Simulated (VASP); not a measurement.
# Y (Pm-3m) in VASP: further runs

Runs on Y. Level: PBEsol. Tasks: single point.

Program: VASP 6.6.1. These are calculated values, not measurements. Logs are shortened: lines on timing, memory, paths and dates and some standing lists are left out, and cuts for length are marked.

### Step 1. The cell of the first run

Symmetry: Pm-3m, No. 221, cubic system. The conventional cell has a = 2.566 Å, b = 2.566 Å, c = 2.566 Å, α = 90.00°, β = 90.00°, γ = 90.00°. Within 3.4 Å of Y (site symmetry m-3m) lie 6 Y at 2.57 Å.

### Step 2. Single point, PBEsol (volume scaled by 0.52)

INCAR

```
SYSTEM = Y
PREC     = Accurate       ! precision mode
ENCUT    = 520            ! plane-wave cutoff, eV
EDIFF    = 1E-6           ! SCF threshold, eV
ISMEAR   = -1             ! smearing method
SIGMA    = 0.08           ! smearing width, eV
LREAL    = .FALSE.        ! projectors in reciprocal space
LASPH    = .TRUE.         ! aspherical terms in the spheres
NELM     = 80             ! most SCF steps
ALGO     = Normal         ! electronic algorithm
ISIF     = 2              ! what is computed and relaxed
LWAVE    = .FALSE.        ! write WAVECAR
LCHARG   = .FALSE.        ! write CHGCAR
GGA      = PS             ! functional
NBANDS   = 12             ! bands
```

KPOINTS

```
regular mesh
0
G
  12 12 12
  0 0 0
```

POSCAR

```
Y
1.0
    2.5660778288      0.0000000000      0.0000000000
    0.0000000000      2.5660778288      0.0000000000
    0.0000000000      0.0000000000      2.5660778288
Y
1
Direct
    0.0000000000      0.0000000000      0.0000000000
```

Potentials or basis: VASP PAW PBE potentials, release 64 (Y_sv).

On the command line:

```
cat potpaw_PBE.64/Y_sv/POTCAR > POTCAR
mpirun -np 1 vasp_std > vasp.out
```

OUTCAR:

```text
SYSTEM = Y
   PREC = Accurate
   ENCUT = 520
   EDIFF = 1E-6
   ISMEAR = -1
   LREAL = .FALSE.
   LASPH = .TRUE.
   NELM = 80
   ISIF = 2
   GGA = PS

 ion  position               nearest neighbor table
   1  0.000  0.000  0.000-

  LATTYP: Found a simple cubic cell.
 ALAT       =     2.5660778288

  Lattice vectors:

 A1 = (   2.5660778288,   0.0000000000,   0.0000000000)
 A2 = (   0.0000000000,   2.5660778288,   0.0000000000)
 A3 = (   0.0000000000,   0.0000000000,   2.5660778288)

Analysis of symmetry for initial positions (statically):
=====================================================================
 Subroutine PRICEL returns:
 Original cell was already a primitive cell.

 Routine SETGRP: Setting up the symmetry group for a
 simple cubic supercell.

 Subroutine GETGRP returns: Found 48 space group operations
 (whereof 48 operations were pure point group operations)
 out of a pool of 48 trial point group operations.

The static configuration has the point symmetry O_h .

Analysis of symmetry for dynamics (positions and initial velocities):
=====================================================================
 Subroutine PRICEL returns:
 Original cell was already a primitive cell.

 Routine SETGRP: Setting up the symmetry group for a
 simple cubic supercell.

 Subroutine GETGRP returns: Found 48 space group operations
 (whereof 48 operations were pure point group operations)
 out of a pool of 48 trial point group operations.

The dynamic configuration has the point symmetry O_h .

 Subroutine INISYM returns: Found 48 space group operations
 (whereof 48 operations are pure point group operations),
 and found     1 'primitive' translations

----------------------------------------------------------------------------------------

                                     Primitive cell

  volume of cell :      16.8970

  direct lattice vectors                    reciprocal lattice vectors
     2.566077829  0.000000000  0.000000000     0.389699794  0.000000000  0.000000000
     0.000000000  2.566077829  0.000000000     0.000000000  0.389699794  0.000000000
     0.000000000  0.000000000  2.566077829     0.000000000  0.000000000  0.389699794

  length of vectors
[... 82 lines left out ...]
   EDIFFG = 0.1E-04   stopping-criterion for IOM
   NSW    =      0    number of steps for IOM
   IBRION =     -1    ionic relax: 0-MD 1-quasi-New 2-CG
   NFREE  =      0    steps in history (QN), initial steepest desc. (CG)
   ISIF   =      2    stress and relaxation
   ISYM   =      2    0-nonsym 1-usesym 2-fastsym
   POTIM  = 0.5000    time-step for ionic-motion
   TEBEG  =    0.0;   TEEND  =   0.0 temperature during run
   PSTRESS=    0.0 pullay stress
   NELECT =      11.0000    total number of electrons
   NUPDOWN=      -1.0000    fix difference up-down
   EMIN   =  10.00;   EMAX   =-10.00  energy-range for DOS
   EFERMI =   0.00;   METHOD = LEGACY
   ISMEAR =    -1;   SIGMA  =   0.08  broadening in eV -4-tet -1-fermi 0-gaus
   EFERMI_NEDOS =   21; number of points for ismear=-14 and -15
   IALGO  =     38    algorithm
   IMIX   =      4    mixing-type and parameters
     AMIX     =   0.40;   BMIX     =  1.00
     AMIX_MAG =   1.60;   BMIX_MAG =  1.00
  volume/ion in A,a.u.               =      16.90       114.03
  Fermi-wavevector in a.u.,A,eV,Ry     =   1.418848  2.681234 27.390295  2.013130
  Thomas-Fermi vector in A             =   2.539931
   LORBIT       =      0    0 simple, 1 ext, 2 COOP (PROOUT), +10 PAW based schemes
   GGA     = PS    functional components
   LHFCALC =     F    Hartree Fock is set to
   AEXX    =    0.0000 exact exchange contribution
   IVDW    =     0    specifies the selected vdW correction
   LEPSILON=     F    determine dielectric tensor
   LRPA    =     F    only Hartree local field effects (RPA)
 non-spin polarized calculation
  energy-cutoff  :      520.00
  volume of cell :       16.90
 maximum number of plane-waves:       480
 NGX is ok and might be reduce to    20
   NGX =  9   NGY =  9   NGZ =  9

 number of electron      11.0000000 magnetization

 Free energy of the ion-electron system (eV)
  ---------------------------------------------------
  ext. energy  EPLUGINS =         0.00000000
  ---------------------------------------------------
  free energy    TOTEN  =        -4.27930138 eV

  energy without entropy =       -4.25467390  energy(sigma->0) =       -4.26698764

 E-fermi :   6.9043     XC(G=0): -12.4807

 val. band max:        6.8150504369   @ k =   0.5000   0.4167   0.2500
 cond. band min:       6.9295295323   @ k =   0.2500   0.1667   0.0833
 fundamental gap:      0.1144790954
 Fermi energy:         6.9042762687

 k-point     1 :       0.0000    0.0000    0.0000
  band No.  band energies     occupation
      1     -36.0660      2.00000
      2     -13.5518      2.00000
      3     -13.5518      2.00000
      4     -13.5518      2.00000
      5       2.5839      2.00000
      6       4.6913      2.00000
      7       4.6913      2.00000
      8      17.4069      0.00000
      9      17.4069      0.00000
     10      17.4069      0.00000
     11      23.8673      0.00000
     12      23.8673      0.00000
[... 331 lines left out ...]
 k-point    24 :       0.4167    0.3333    0.0000
  band No.  band energies     occupation
      1     -34.7634      2.00000
      2     -17.1511      2.00000
      3     -16.3303      2.00000
      4     -12.7582      2.00000
      5       3.2748      2.00000
      6       7.4038      0.00388
      7      12.4842      0.00000
      8      13.5584      0.00000
      9      13.6109      0.00000
     10      14.6623      0.00000
     11      20.1346      0.00000
     12      24.4219      0.00000

 [... further k-points ...]

------------------------ aborting loop because EDIFF is reached ----------------------------------------

  FORCE on cell =-STRESS in cart. coord.  units (eV):
  Direction    XX          YY          ZZ          XY          YZ          ZX
  --------------------------------------------------------------------------------------
  -------------------------------------------------------------------------------------
  Total        6.6227270      6.6227270      6.6227270      0.0000000      0.0000000      0.0000000
  in kB      627.9686502    627.9686502    627.9686502      0.0000000      0.0000000      0.0000000
  external PRESSURE =     627.9686502 kB  Pullay stress =       0.0000000 kB

 VOLUME and BASIS-vectors are now :
 -----------------------------------------------------------------------------
  energy-cutoff  :      520.00
  volume of cell :       16.90
      direct lattice vectors                 reciprocal lattice vectors
     2.566077829  0.000000000  0.000000000     0.389699794  0.000000000  0.000000000
     0.000000000  2.566077829  0.000000000     0.000000000  0.389699794  0.000000000
     0.000000000  0.000000000  2.566077829     0.000000000  0.000000000  0.389699794

 POSITION                                       TOTAL-FORCE (eV/Angst)
 -----------------------------------------------------------------------------------
      0.00000      0.00000      0.00000         0.000000      0.000000      0.000000
 -----------------------------------------------------------------------------------
    total drift:                                0.000000      0.000000      0.000000

  FREE ENERGIE OF THE ION-ELECTRON SYSTEM (eV)
  ---------------------------------------------------
  free  energy   TOTEN  =        -4.2793013752 eV

  energy  without entropy=       -4.2546738975  energy(sigma->0) =       -4.26698764
```

OSZICAR:

```text
N       E                     dE             d eps       ncg     rms          rms(c)
DAV:   1     0.303184861414E+02    0.30318E+02   -0.60944E+03  2064   0.904E+02
DAV:   2    -0.334612760271E+01   -0.33665E+02   -0.32165E+02  2428   0.183E+02
DAV:   3    -0.438296140564E+01   -0.10368E+01   -0.10188E+01  2580   0.219E+01
DAV:   4    -0.440215324057E+01   -0.19192E-01   -0.19186E-01  2300   0.268E+00
DAV:   5    -0.440240451325E+01   -0.25127E-03   -0.25127E-03  2508   0.229E-01    0.392E+01
DAV:   6    -0.426049544374E+01    0.14191E+00   -0.22726E-01  2612   0.294E+00    0.226E+01
DAV:   7    -0.427842735980E+01   -0.17932E-01   -0.28312E-01  2696   0.290E+00    0.187E+00
DAV:   8    -0.427958169705E+01   -0.11543E-02   -0.33797E-02  2060   0.155E+00    0.483E-01
DAV:   9    -0.427930532297E+01    0.27637E-03   -0.93732E-04  2284   0.272E-01    0.110E-01
DAV:  10    -0.427930183944E+01    0.34835E-05   -0.14095E-04  2252   0.111E-01    0.112E-02
DAV:  11    -0.427930137517E+01    0.46427E-06   -0.67984E-06  2668   0.182E-02
   1 F= -.42793014E+01 E0= -.42669876E+01  d E =-.246275E-01
```

Run time: 7.4 s. Hardware: 1 thread of Intel Xeon 6975P-C (Granite Rapids), shared host; peak memory 0.14 GiB.

What came out:

| Item | Value |
| --- | --- |
| Free energy | -4.2793 eV |
| Pressure | 62.8 GPa |

Levels at points of the mesh, in eV from the Fermi level:
```csv
k point,band 2,band 3,band 4,band 5,band 6,band 7,band 8,band 9
"(0.00, 0.00, 0.00)",-20.46,-20.46,-20.46,-4.32,-2.21,-2.21,10.50,10.50
"(0.50, 0.00, 0.00)",-24.90,-19.96,-19.96,-0.67,-0.54,2.65,4.35,4.35
"(0.50, 0.50, 0.00)",-24.07,-24.07,-19.51,-5.13,1.26,5.74,5.74,8.88
"(0.50, 0.50, 0.50)",-23.35,-23.35,-23.35,-2.63,-2.63,-2.63,5.67,14.94
```

Caveat: the PAW data sets were made with another functional, which shifts forces and pressure a little.

### Step 3. Single point, PBEsol (volume scaled by 0.52)

INCAR

```
PREC = Accurate
ENCUT = 520
EDIFF = 1E-7
ISMEAR = -1
SIGMA = 0.08
LREAL = False
LASPH = True
NELM = 80
ALGO = Normal
ISIF = 2
LWAVE = False
LCHARG = False
GGA = PS
NBANDS = 12
```

KPOINTS

```
Automatic mesh
0
Gamma
  12 12 12
```

POSCAR is that of step 2.

Potentials or basis: VASP PAW PBE potentials, release 64 (Y_sv).

On the command line:

```
cat potpaw_PBE.64/Y_sv/POTCAR > POTCAR
mpirun -np 1 vasp_std > vasp.out
```

Run time: 8.3 s. Hardware: 1 thread of Intel Xeon 6975P-C (Granite Rapids), shared host; peak memory 0.14 GiB.

The run converged. Its results:

```
Free energy : -4.2793 eV
Pressure    : 62.9 GPa
```

Levels at points of the mesh, in eV from the Fermi level:
```
           k point  band 1  band 2  band 3  band 4  band 5  band 6  band 7  band 8  band 9  band 10
(0.00, 0.00, 0.00)  -42.97  -20.46  -20.46  -20.46   -4.32   -2.21   -2.21   10.50   10.50    10.50
(0.50, 0.00, 0.00)  -42.17  -24.90  -19.96  -19.96   -0.68   -0.54    2.65    4.35    4.35    11.25
(0.50, 0.50, 0.00)  -41.41  -24.07  -24.07  -19.51   -5.13    1.26    5.74    5.74    8.88     8.88
(0.50, 0.50, 0.50)  -40.69  -23.35  -23.35  -23.35   -2.63   -2.63   -2.63    5.68   14.94    14.94
```

Caveat: the PAW data sets were made with another functional, which shifts forces and pressure a little.

### Step 4. Single point, PBEsol (volume scaled by 0.6)

INCAR

```
SYSTEM = Y
PREC = Accurate
ENCUT = 520
EDIFF = 1E-6
ISMEAR = -1
SIGMA = 0.08
LREAL = .FALSE.
LASPH = .TRUE.
NELM = 60
ALGO = Normal
ISIF = 2
LWAVE = .FALSE.
LCHARG = .TRUE.
GGA = PS
LELF = .TRUE.
LVHAR = .TRUE.
NBANDS = 12
```

KPOINTS

```
regular mesh
0
G
  12 12 12
  0 0 0
```

POSCAR

```
Y
1.0
    2.6914467593      0.0000000000      0.0000000000
    0.0000000000      2.6914467593      0.0000000000
    0.0000000000      0.0000000000      2.6914467593
Y
1
Direct
    0.0000000000      0.0000000000      0.0000000000
```

On the command line:

```
cat potpaw_PBE.64/Y_sv/POTCAR > POTCAR
mpirun -np 1 vasp_std > vasp.out
```

Wall time 7.6 s (1 thread of Intel Xeon 6975P-C (Granite Rapids), shared host); peak memory 0.14 GiB.

The run converged. Its results:

- Free energy: -5.0682 eV
- Pressure: 36.7 GPa

Levels at points of the mesh, in eV from the Fermi level:
| k point | band 3 | band 4 | band 5 | band 6 | band 7 | band 8 |
| --- | --- | --- | --- | --- | --- | --- |
| (0.00, 0.00, 0.00) | -20.93 | -20.93 | -4.67 | -1.79 | -1.79 | 9.17 |
| (0.50, 0.00, 0.00) | -20.59 | -20.59 | -1.06 | -0.46 | 1.82 | 3.99 |
| (0.50, 0.50, 0.00) | -23.60 | -20.28 | -4.28 | 0.89 | 5.16 | 5.16 |
| (0.50, 0.50, 0.50) | -23.09 | -23.09 | -2.08 | -2.08 | -2.08 | 5.72 |

Caveat: the PAW data sets were made with another functional, which shifts forces and pressure a little.

(Part 1 of 2 ends here.)
